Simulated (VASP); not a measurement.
Wanted: the native input for a VASP 6.6.1 run.

```
Task                   : single point
Functional             : PBE
Potentials or basis    : VASP PAW PBE potentials, release 64 (Cd, C)
Cutoff                 : 520 eV
k mesh                 : 12 × 12 × 16
Occupations            : gaussian, width 0.1 eV
Spin                   : no spin polarisation
Dipole correction      : no
Further INCAR settings : ALGO = Normal; EDIFF = 1e-07; NBANDS = 21
```

The structure of Cd2C lies in POSCAR:

```
Cd2C
1.0
    4.6774886544      0.0000000000      0.0000000000
   -2.3387443272      4.0508240006      0.0000000000
    0.0000000000      0.0000000000      3.0038502005
Cd C
2 1
Direct
    0.3333333333      0.6666666667      0.5000000000
    0.6666666667      0.3333333333      0.5000000000
    0.0000000000      0.0000000000      0.5000000000
```

These files were run (other wordings do the same):

INCAR

```
SYSTEM = Cd2C
ALGO     = Normal         ! electronic algorithm
EDIFF    = 1E-7           ! SCF threshold, eV
ENCUT    = 520            ! plane-wave cutoff, eV
GGA      = PE             ! functional
ISIF     = 2              ! what is computed and relaxed
ISMEAR   = 0              ! smearing method
LASPH    = .TRUE.         ! aspherical terms in the spheres
LCHARG   = .FALSE.        ! write CHGCAR
LREAL    = .FALSE.        ! projectors in reciprocal space
LWAVE    = .FALSE.        ! write WAVECAR
NBANDS   = 21             ! bands
NELM     = 100            ! most SCF steps
PREC     = Accurate       ! precision mode
SIGMA    = 0.1            ! smearing width, eV
```

KPOINTS

```
k-points
0
G
  12 12 16
  0 0 0
```

Potentials or basis: VASP PAW PBE potentials, release 64 (Cd, C).

Command:

```console
$ cat potpaw_PBE.64/Cd/POTCAR potpaw_PBE.64/C/POTCAR > POTCAR
$ mpirun -np 1 vasp_std > vasp.out
```

It gave:

- Pressure: 0.5 GPa
- Band gap on the k mesh: zero (band 14 reaches 4.21 eV, above the bottom of band 15 at 1.96 eV)

Run time: 6.7 min on 1 thread of Oxide Virtual Turin-like Processor, with other jobs on the host, peak memory 0.27 GiB.
